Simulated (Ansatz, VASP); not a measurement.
**Two plane-wave programs on AlN**

```xyz
2
Lattice="0.1135 2.2422 2.2422 2.2422 0.1135 2.2422 2.2422 2.2422 0.1135" Properties=species:S:1:pos:R:3 pbc="T T T"
Al    0.0000    0.0000    0.0000
N     3.4485    3.4485    3.4485
```

Alike in both runs: task single point; functional r2SCAN; k mesh 10 × 10 × 10; occupations gaussian, width 0.05 eV; no spin polarisation.

```csv
,VASP,Ansatz
version,VASP 6.6.1,Ansatz 0.2.0
potentials or method,"VASP PAW PBE potentials, release 64 (Al, N), cutoff 520 eV","scalar-relativistic, plane waves, PAW"
valence electrons in the cell,8,8
```

Ansatz gave:

```
gap on the k mesh at the Fermi level (eV)                     : 3.73
least direct gap on the mesh (eV)                             : 4.49
pressure (GPa)                                                : 1.8
traceless stress, the component that is largest in VASP (GPa) : -11.46
rms of the force components (eV/Å)                            : 0.294
```

Which values does VASP return?

gap on the k mesh at the Fermi level (eV): 3.72; least direct gap on the mesh (eV): 4.52; pressure (GPa): 1.5; traceless stress, the component that is largest in VASP (GPa): -11.58; rms of the force components (eV/Å): 0.300.

VASP's potentials were made for PBE, not for r2SCAN. Atom by atom the forces differ by 0.006 eV/Å (rms over components).
